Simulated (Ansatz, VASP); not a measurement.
# Two plane-wave programs on Ta6Mo

```xyz
7
Lattice="2.3356 1.3485 6.6183 -2.3356 1.3485 6.6183 0.0000 -2.6969 6.6183" Properties=species:S:1:pos:R:3 pbc="T T T"
Ta    0.0000    0.0000   17.0587
Ta    0.0000    0.0000   11.3129
Ta    0.0000    0.0000    2.7963
Ta    0.0000    0.0000    8.5421
Ta    0.0000    0.0000   14.1509
Ta    0.0000    0.0000    5.7040
Mo    0.0000    0.0000    0.0000
```

Alike in both runs: functional PBE; k mesh 12 × 12 × 12; occupations gaussian, width 0.1 eV; no spin polarisation.

Ansatz relaxed the structure, and its values are those at the end. VASP's run is a single point on that final structure, the one shown.

```csv
,VASP,Ansatz
version,VASP 6.6.1,Ansatz 0.2.0
potentials or method,"VASP PAW PBE potentials, release 64 (Ta_pv, Mo_sv), cutoff 520 eV","scalar-relativistic, plane waves, PAW"
valence electrons in the cell,80,92
```

|  | VASP | Ansatz | Ansatz less VASP |
| --- | --- | --- | --- |
| gap on the k mesh at the Fermi level (eV) | none | none | - |
| pressure (GPa) | 0.2 | 0.0 | -0.15 |

A gap of «none» marks a metal or a gap that the smearing closes. With one functional, cell and mesh, what is left measures potentials, basis and numerics. VASP's potentials hold 80 valence electrons a cell and Ansatz's 92, so a difference there can come from the potentials and not from the codes.

Spin-orbit coupling is off throughout.
